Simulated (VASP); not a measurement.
Runs of VASP 6.6.1 on TaN. The structure is that of space group Fm-3m (No. 225), or close to it. The cells are those of the table. 

```tsv
spin	cell	k mesh	gap on the mesh (eV)	pressure (GPa)	moment (μB)
non-collinear, zero start, SOC	a = 3.082 Å, angles 60.0°, 2 atoms	8 × 8 × 8	-	0.3	0.00
collinear, ferromagnetic start	a = 3.082 Å, angles 60.0°, 2 atoms	14 × 14 × 14	none	-0.5	0.00
non-collinear, zero start, SOC	a = 3.040 Å, angles 60.0°, 2 atoms	8 × 8 × 8	-	17.0	0.00
off	a = 3.082 Å, angles 60.0°, 2 atoms	14 × 14 × 14	none	-0.5	-
non-collinear, zero start, SOC	a = 3.082 Å, angles 60.0°, 2 atoms	10 × 10 × 10	-	0.0	0.00
non-collinear, zero start, SOC	a = 3.132 Å, angles 60.0°, 2 atoms	8 × 8 × 8	-	(a)	0.00
```

Alike in all rows: task single point; level LDA; potentials or basis VASP PAW LDA potentials, release 64 (Ta_pv, N); cutoff (eV) 600; smearing gaussian 0.05 eV.

Task: Fill in the values left out.

Result: (a) -16.0.

Caveats: spin-orbit coupling is left out, which moves the levels of the heavy elements (some runs).

A k mesh can miss the band edges, and rows without SOC leave out spin-orbit coupling on Ta.

A gap of «none» marks levels without a gap at the run's occupations.
